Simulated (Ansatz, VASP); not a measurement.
# BAs: VASP beside Ansatz

```
As B
1.0
     0.00000    2.35622    2.35622
     2.35622    0.00000    2.35622
     2.35622    2.35622    0.00000
As B
1 1
Cartesian
  3.5343 3.5343 3.5343
  0.0000 0.0000 0.0000
```

Alike in both runs: task single point; functional LDA; k mesh 10 × 10 × 10; occupations fermi-dirac, width 0.05 eV; no spin polarisation.

|  | VASP | Ansatz |
| --- | --- | --- |
| version | VASP 6.6.1 | Ansatz 0.2.0 |
| potentials or method | VASP PAW LDA potentials, release 64 (As, B) | Ansatz PAW |
| plane-wave cutoff (eV) | 520 | 420 |
| valence electrons in the cell | 8 | 18 |

|  | VASP | Ansatz | Ansatz less VASP |
| --- | --- | --- | --- |
| gap on the k mesh at the Fermi level (eV) | 1.09 | 1.09 | +0.008 |
| least direct gap on the mesh (eV) | 3.30 | 3.31 | +0.003 |
| pressure (GPa) | 2.9 | 1.9 | -1.01 |

LDA's correlation is that of Perdew and Zunger in VASP and of Perdew and Wang (1992) in Ansatz. VASP's potentials hold 8 valence electrons a cell and Ansatz's 18, so a difference there can come from the potentials and not from the codes.
